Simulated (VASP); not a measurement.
## Hf: single point with PBE

Crystal: Hf.

```
CELL_PARAMETERS angstrom
3.25940 0.00000 0.00000
-1.62970 2.82272 0.00000
0.00000 0.00000 5.15700
ATOMIC_POSITIONS crystal
Hf 0.66667 0.33333 0.75000
Hf 0.33333 0.66667 0.25000
```

This cell differs from its parent crystal: volume scaled by 1.06.

* Program: VASP 6.6.1
* Task: single point
* Functional: PBE
* Potentials or basis: VASP PAW PBE potentials, release 64 (Hf_pv)
* Cutoff: 520 eV
* k mesh: 10 × 10 × 5
* Occupations: fermi-dirac, width 0.05 eV
* Spin: no spin polarisation

```
Pressure               : -5.6 GPa
Band gap on the k mesh : zero (band 10 reaches 5.68 eV, above the bottom of band 11 at 4.19 eV)
```

Stress tensor (GPa, compression positive):
```
-5.33  0.00  0.00
 0.00 -5.33  0.00
 0.00  0.00 -6.00
```

Levels at points of the mesh, in eV from the Fermi level:
| k point | band 8 | band 9 | band 10 | band 11 | band 12 | band 13 |
| --- | --- | --- | --- | --- | --- | --- |
| (0.00, 0.00, 0.00) | -3.54 | 0.45 | 1.16 | 1.16 | 1.41 | 1.92 |
| (0.50, 0.00, 0.00) | -2.55 | -2.05 | -0.88 | 0.80 | 0.80 | 1.57 |

Wall time 63 s on 1 thread of AMD EPYC 7R43 64-Core Processor (Zen 3), with other jobs on the host, peak memory 0.13 GiB.

Caveat: spin-orbit coupling is left out, which moves the levels of the heavy elements.
